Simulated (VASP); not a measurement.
# HPb4 (P6/mmm) in VASP: notebook

Runs on HPb4. Level: PBE. Tasks: single point.

All numbers are computed with VASP 6.6.1; they aren't measurements. Logs are shortened: lines on timing, memory, paths and dates and some standing lists are left out, and cuts for length are marked.

## Step 1: The cell of the first run

The structure is hexagonal, space group P6/mmm (No. 191). Conventional cell: a = 4.657 Å, b = 4.657 Å, c = 7.878 Å, α = 90.00°, β = 90.00°, γ = 120.00°. H (site symmetry 6/mmm) has 12 Pb at 3.51 Å within 4.6 Å. Within 3.5 Å of Pb (site symmetry 3m) lie 4 Pb at 2.69 to 3.36 Å.

## Step 2: Single point, PBE

INCAR

```
ALGO     = Normal         # electronic algorithm
EDIFF    = 1E-6           # SCF threshold, eV
ENCUT    = 520            # plane-wave cutoff, eV
GGA      = PE             # functional
ISIF     = 2              # what is computed and relaxed
ISMEAR   = 0              # smearing method
LASPH    = T              # aspherical terms in the spheres
LCHARG   = F              # write CHGCAR
LREAL    = F              # projectors in reciprocal space
LWAVE    = F              # write WAVECAR
NBANDS   = 36             # bands
NELM     = 100            # most SCF steps
PREC     = Accurate       # precision mode
SIGMA    = 0.1            # smearing width, eV
```

KPOINTS

```
k-points
0
Gamma
  6 6 2
```

POSCAR

```
HPb4
1.0
    4.6572174200      0.0000000000      0.0000000000
   -2.3286087100      4.0332685900      0.0000000000
    0.0000000000      0.0000000000      7.8775700900
H Pb
1 4
Direct
    0.0000000000      0.0000000000      0.5000000000
    0.3333333300      0.6666666700      0.7864309800
    0.3333333300      0.6666666700      0.2135690200
    0.6666666700      0.3333333300      0.2135690200
    0.6666666700      0.3333333300      0.7864309800
```

Potentials or basis: VASP PAW PBE potentials, release 64 (H, Pb_d).

Started as:

```sh
$ cat potpaw_PBE.64/H/POTCAR potpaw_PBE.64/Pb_d/POTCAR > POTCAR
$ mpirun -np 1 vasp_std > vasp.out
```

OUTCAR:

```text
EDIFF = 1E-6
   ENCUT = 520
   GGA = PE
   ISIF = 2
   ISMEAR = 0
   LASPH = T
   LREAL = F
   NELM = 100
   PREC = Accurate

 ion  position               nearest neighbor table
   1  0.000  0.000  0.500-
   2  0.333  0.667  0.786-   5 2.69   5 2.69   5 2.69   3 3.36
   3  0.333  0.667  0.214-   4 2.69   4 2.69   4 2.69   2 3.36
   4  0.667  0.333  0.214-   3 2.69   3 2.69   3 2.69   5 3.36
   5  0.667  0.333  0.786-   2 2.69   2 2.69   2 2.69   4 3.36

  LATTYP: Found a hexagonal cell.
 ALAT       =     4.6572174200
 C/A-ratio  =     1.6914756988

  Lattice vectors:

 A1 = (   4.6572174200,   0.0000000000,   0.0000000000)
 A2 = (  -2.3286087100,   4.0332685900,   0.0000000000)
 A3 = (   0.0000000000,   0.0000000000,   7.8775700900)

Analysis of symmetry for initial positions (statically):
=====================================================================
 Subroutine PRICEL returns:
 Original cell was already a primitive cell.

 Routine SETGRP: Setting up the symmetry group for a
 hexagonal supercell.

 Subroutine GETGRP returns: Found 24 space group operations
 (whereof 24 operations were pure point group operations)
 out of a pool of 24 trial point group operations.

The static configuration has the point symmetry D_6h.

Analysis of symmetry for dynamics (positions and initial velocities):
=====================================================================
 Subroutine PRICEL returns:
 Original cell was already a primitive cell.

 Routine SETGRP: Setting up the symmetry group for a
 hexagonal supercell.

 Subroutine GETGRP returns: Found 24 space group operations
 (whereof 24 operations were pure point group operations)
 out of a pool of 24 trial point group operations.

The dynamic configuration has the point symmetry D_6h.

 Subroutine INISYM returns: Found 24 space group operations
 (whereof 24 operations are pure point group operations),
 and found     1 'primitive' translations

----------------------------------------------------------------------------------------

                                     Primitive cell

  volume of cell :     147.9708

  direct lattice vectors                    reciprocal lattice vectors
     4.657217420  0.000000000  0.000000000     0.214720489  0.123968932  0.000000000
[... 80 lines left out ...]
   NELM   =    100;   NELMIN=  2; NELMDL= -5     # of ELM steps
   EDIFF  = 0.1E-05   stopping-criterion for ELM
   LREAL  =      F    real-space projection
   EDIFFG = 0.1E-04   stopping-criterion for IOM
   NSW    =      0    number of steps for IOM
   IBRION =     -1    ionic relax: 0-MD 1-quasi-New 2-CG
   NFREE  =      0    steps in history (QN), initial steepest desc. (CG)
   ISIF   =      2    stress and relaxation
   ISYM   =      2    0-nonsym 1-usesym 2-fastsym
   POTIM  = 0.5000    time-step for ionic-motion
   TEBEG  =    0.0;   TEEND  =   0.0 temperature during run
   PSTRESS=    0.0 pullay stress
   NELECT =      57.0000    total number of electrons
   NUPDOWN=      -1.0000    fix difference up-down
   EMIN   =  10.00;   EMAX   =-10.00  energy-range for DOS
   EFERMI =   0.00;   METHOD = LEGACY
   ISMEAR =     0;   SIGMA  =   0.10  broadening in eV -4-tet -1-fermi 0-gaus
   EFERMI_NEDOS =   21; number of points for ismear=-14 and -15
   IALGO  =     38    algorithm
   IMIX   =      4    mixing-type and parameters
     AMIX     =   0.40;   BMIX     =  1.00
     AMIX_MAG =   1.60;   BMIX_MAG =  1.00
  volume/ion in A,a.u.               =      29.59       199.71
  Fermi-wavevector in a.u.,A,eV,Ry     =   1.191172  2.250989 19.305180  1.418891
  Thomas-Fermi vector in A             =   2.327240
   LORBIT       =      0    0 simple, 1 ext, 2 COOP (PROOUT), +10 PAW based schemes
   GGA     = PE    functional components
   LHFCALC =     F    Hartree Fock is set to
   AEXX    =    0.0000 exact exchange contribution
   IVDW    =     0    specifies the selected vdW correction
   LEPSILON=     F    determine dielectric tensor
   LRPA    =     F    only Hartree local field effects (RPA)
 non-spin polarized calculation
 Gauss-broadening in eV      SIGMA  =   0.10
  energy-cutoff  :      520.00
  volume of cell :      147.97
 maximum number of plane-waves:      4014
 NGX is ok and might be reduce to    36
   NGX = 17   NGY = 17   NGZ = 29

 number of electron      56.9999995 magnetization

 Free energy of the ion-electron system (eV)
  ---------------------------------------------------
  ext. energy  EPLUGINS =         0.00000000
  ---------------------------------------------------
  free energy    TOTEN  =       -12.05705255 eV

  energy without entropy =      -12.04835101  energy(sigma->0) =      -12.05270178

 E-fermi :   5.2635     XC(G=0):  -9.0637

 val. band max:        5.2031177591   @ k =   0.3333   0.1667   0.0000
 cond. band min:       5.3636382287   @ k =   0.1667   0.0000   0.0000
 fundamental gap:      0.1605204696
 Fermi energy:         5.2634572902

 k-point     1 :       0.0000    0.0000    0.0000
  band No.  band energies     occupation
      1     -12.7673      2.00000
      2     -12.6524      2.00000
      3     -12.5500      2.00000
      4     -12.5500      2.00000
      5     -12.5401      2.00000
      6     -12.5401      2.00000
[... 535 lines left out ...]
     35       9.7769      0.00000
     36       9.7769      0.00000

------------------------ aborting loop because EDIFF is reached ----------------------------------------

  FORCE on cell =-STRESS in cart. coord.  units (eV):
  Direction    XX          YY          ZZ          XY          YZ          ZX
  --------------------------------------------------------------------------------------
  -------------------------------------------------------------------------------------
  Total       18.9580596     18.9580595     -2.7159926      0.0000000      0.0000000     -0.0000000
  in kB      205.2714416    205.2714409    -29.4078467      0.0000000      0.0000000     -0.0000000
  external PRESSURE =     127.0450119 kB  Pullay stress =       0.0000000 kB

 VOLUME and BASIS-vectors are now :
 -----------------------------------------------------------------------------
  energy-cutoff  :      520.00
  volume of cell :      147.97
      direct lattice vectors                 reciprocal lattice vectors
     4.657217420  0.000000000  0.000000000     0.214720489  0.123968932  0.000000000
    -2.328608710  4.033268590  0.000000000     0.000000000  0.247937864  0.000000000
     0.000000000  0.000000000  7.877570090     0.000000000  0.000000000  0.126942698

 POSITION                                       TOTAL-FORCE (eV/Angst)
 -----------------------------------------------------------------------------------
      0.00000      0.00000      3.93879        -0.000000      0.000000      0.000000
     -0.00000      2.68885      6.19517        -0.000000     -0.000000     -0.097557
     -0.00000      2.68885      1.68240        -0.000000      0.000000      0.097557
      2.32861      1.34442      1.68240         0.000000      0.000000      0.097557
      2.32861      1.34442      6.19517         0.000000      0.000000     -0.097557
 -----------------------------------------------------------------------------------
    total drift:                                0.000000      0.000000      0.000000

  FREE ENERGIE OF THE ION-ELECTRON SYSTEM (eV)
  ---------------------------------------------------
  free  energy   TOTEN  =       -12.0570525515 eV

  energy  without entropy=      -12.0483510092  energy(sigma->0) =      -12.05270178
```

stdout:

```text
POSCAR found type information on POSCAR H Pb
 POSCAR found :  2 types and       5 ions
 scaLAPACK will be used
 LDA part: xc-table for (Slater+PW92), standard interpolation
 POSCAR, INCAR and KPOINTS ok, starting setup
 FFT: planning ... GRIDC
 FFT: planning ... GRID_SOFT
 FFT: planning ... GRID
 WAVECAR not read
 entering main loop
```

Run time: 46 s. Hardware: 1 thread of Intel Xeon Platinum 8488C (Sapphire Rapids), shared host; peak memory 0.27 GiB.

What came out:

* Free energy: -12.0571 eV
* Pressure: 12.7 GPa
* Largest force: 0.098 eV/Å

Forces in eV/Å, atoms in the order of the input:
```
H    0.000  0.000  0.000
Pb   0.000  0.000 -0.098
Pb   0.000  0.000  0.098
Pb   0.000  0.000  0.098
Pb   0.000  0.000 -0.098
```

Stress tensor (GPa, compression positive):
```
20.53  0.00  0.00
 0.00 20.53  0.00
 0.00  0.00 -2.94
```

Caveat: the k points lie up to 0.40 Å⁻¹ apart; spin-orbit coupling is left out, which moves the levels of the heavy elements.

## Step 3: Single point, PBE

This run uses another cell than the first one, of 32.34 Å³/atom, 1.093 times its volume.

INCAR

```
ALGO = Normal
EDIFF = 1E-7
ENCUT = 520
GGA = PE
ISIF = 2
ISMEAR = 0
LASPH = T
LCHARG = F
LREAL = F
LWAVE = F
NBANDS = 36
NELM = 60
PREC = Accurate
SIGMA = 0.1
```

KPOINTS

```
k-points
0
Gamma
  6 6 4
```

POSCAR

```
HPb4
1.0
    5.4129279037      0.0000000000      0.0000000000
   -2.7064639519      4.6877330734      0.0000000000
    0.0000000000      0.0000000000      6.3734092557
H Pb
1 4
Direct
    0.0000000000      0.0000000000      0.5000000000
    0.3333333333      0.6666666667      0.7447733794
    0.3333333333      0.6666666667      0.2552266206
    0.6666666667      0.3333333333      0.2552266206
    0.6666666667      0.3333333333      0.7447733794
```

Potentials or basis: VASP PAW PBE potentials, release 64 (H, Pb_d).

Started as:

```sh
$ cat potpaw_PBE.64/H/POTCAR potpaw_PBE.64/Pb_d/POTCAR > POTCAR
$ mpirun -np 1 vasp_std > vasp.out
```

Wall time 78 s (1 thread of Intel Xeon Platinum 8488C (Sapphire Rapids), shared host); peak memory 0.3 GiB.

The run converged. Its results:

- Free energy: -14.7828 eV
- Pressure: -0.1 GPa
- Largest force: 0.022 eV/Å

Forces on the atoms (eV/Å):
```
H    0.000  0.000  0.000
Pb   0.000  0.000 -0.022
Pb   0.000  0.000  0.022
Pb   0.000  0.000  0.022
Pb   0.000  0.000 -0.022
```

Stress tensor (GPa, compression positive):
```
-0.20  0.00  0.00
 0.00 -0.20  0.00
 0.00  0.00  0.12
```

Levels at points of the mesh, in eV from the Fermi level:
```tsv
k point	band 26	band 27	band 28	band 29	band 30	band 31	band 32	band 33
(0.00, 0.00, 0.00)	-1.58	-1.58	-0.41	0.14	0.66	0.66	1.75	1.75
(0.50, 0.00, 0.00)	-2.43	-2.19	-1.45	-0.16	1.05	1.46	3.56	4.65
(0.00, 0.00, 0.50)	-0.73	-0.73	-0.60	-0.60	0.45	0.82	2.57	2.57
(0.50, 0.00, 0.50)	-1.59	-1.43	-0.09	1.18	1.46	1.67	2.59	2.73
```

Caveat: spin-orbit coupling is left out, which moves the levels of the heavy elements.

## Step 4: Single point, PBE

This run uses another cell than the first one, of 32.61 Å³/atom, 1.102 times its volume.

INCAR

```
PREC = Accurate
ENCUT = 520
EDIFF = 1E-6
ISMEAR = 0
SIGMA = 0.1
LREAL = False
LASPH = True
NELM = 100
ALGO = Normal
ISIF = 2
LWAVE = False
LCHARG = False
GGA = PE
NBANDS = 36
```

KPOINTS

```
Automatic mesh
0
Gamma
  6 6 2
```

POSCAR

```
HPb4
1.0
    5.6073377287      0.0000000000      0.0000000000
   -2.8036688644      4.8560969207      0.0000000000
    0.0000000000      0.0000000000      5.9882063004
H Pb
1 4
Direct
    0.0000000000      0.0000000000      0.5000000000
    0.3333333333      0.6666666667      0.7480660459
    0.3333333333      0.6666666667      0.2519339541
    0.6666666667      0.3333333333      0.2519339541
    0.6666666667      0.3333333333      0.7480660459
```

Started as:

```sh
$ cat potpaw_PBE.64/H/POTCAR potpaw_PBE.64/Pb_d/POTCAR > POTCAR
$ mpirun -np 1 vasp_std > vasp.out
```

Run time: 55 s. Hardware: 1 thread of Intel Xeon Platinum 8488C (Sapphire Rapids), shared host; peak memory 0.29 GiB.

It converged, with:

| Item | Value |
| --- | --- |
| Free energy | -14.9922 eV |
| Pressure | -0.1 GPa |
| Largest force | 0.016 eV/Å |

Forces in eV/Å, atoms in the order of the input:
```
H    0.000  0.000  0.000
Pb   0.000  0.000 -0.016
Pb   0.000  0.000  0.016
Pb   0.000  0.000  0.016
Pb   0.000  0.000 -0.016
```

Stress tensor (GPa, compression positive):
```
-0.04  0.00  0.00
 0.00 -0.04  0.00
 0.00  0.00 -0.17
```

Levels at points of the mesh, in eV from the Fermi level:
```tsv
k point	band 26	band 27	band 28	band 29	band 30	band 31	band 32	band 33
(0.00, 0.00, 0.00)	-2.21	-2.21	-1.01	-0.66	0.69	0.69	0.99	0.99
(0.50, 0.00, 0.00)	-2.93	-2.56	-2.21	0.00	0.56	1.45	2.25	3.44
(0.00, 0.00, 0.50)	-1.08	-1.07	-1.07	-0.92	0.96	1.15	2.07	2.07
(0.50, 0.00, 0.50)	-1.81	-1.77	-0.60	1.47	1.73	1.84	2.85	2.91
```

Caveat: the k points lie up to 0.52 Å⁻¹ apart; spin-orbit coupling is left out, which moves the levels of the heavy elements.

## Step 5: The runs side by side

```csv
cell,k mesh,gap on the mesh (eV),pressure (GPa),largest force (eV/Å)
"a = 4.657, b = 4.657, c = 7.878 Å, angles 90.0, 90.0, 120.0°, 5 atoms",6 × 6 × 2,none,12.7,0.10
"a = 5.413, b = 5.413, c = 6.373 Å, angles 90.0, 90.0, 120.0°, 5 atoms",6 × 6 × 4,none,-0.1,0.02
"a = 5.607, b = 5.607, c = 5.988 Å, angles 90.0, 90.0, 120.0°, 5 atoms",6 × 6 × 2,none,-0.1,0.02
```

Alike in all rows: task single point; level PBE; potentials or basis VASP PAW PBE potentials, release 64 (H, Pb_d); no spin polarisation; cutoff (eV) 520; smearing gaussian 0.1 eV.

Caveats: some runs use coarse meshes; spin-orbit coupling is left out, which moves the levels of the heavy elements.

Absolute energies hang on the potentials; compare differences alone.
